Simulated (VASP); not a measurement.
Input of a VASP 6.6.1 run:

INCAR

```
SYSTEM = Co
PREC = Accurate ; ENCUT = 520
EDIFF = 1E-7 ; ISMEAR = 0
SIGMA = 0.15 ; LREAL = .False.
LASPH = .True. ; NELM = 150
ALGO = Fast ; ISIF = 2
LWAVE = .False. ; LCHARG = .False.
ISPIN = 2 ; MAGMOM = 0.275 0.275
LORBIT = 11 ; NUPDOWN = 0.55
LMAXMIX = 4 ; GGA = PE
NBANDS = 20
```

Contents of KPOINTS:

```
Automatic mesh
0
Gamma
  24 24 12
  0 0 0
```

Contents of POSCAR:

```
Co
1.0
    2.6247115852      0.0000000000      0.0000000000
   -1.3123557926      2.2730669104      0.0000000000
    0.0000000000      0.0000000000      4.2449521042
Co
2
Direct
    0.6666666667      0.3333333333      0.2500000000
    0.3333333333      0.6666666667      0.7500000000
```

Potentials or basis: VASP PAW PBE potentials, release 64 (Co).

The run is started by

```bash
$ cat potpaw_PBE.64/Co/POTCAR > POTCAR
$ mpirun -np 1 vasp_std > vasp.out
```

**Question.** Predict the pressure.

**Answer.** -31.1 GPa.

Stress tensor (GPa, compression positive):
```
-30.77   0.00   0.00
  0.00 -30.77   0.00
  0.00   0.00 -31.85
```

Caveat: the total moment is fixed, so each spin has its own Fermi level.
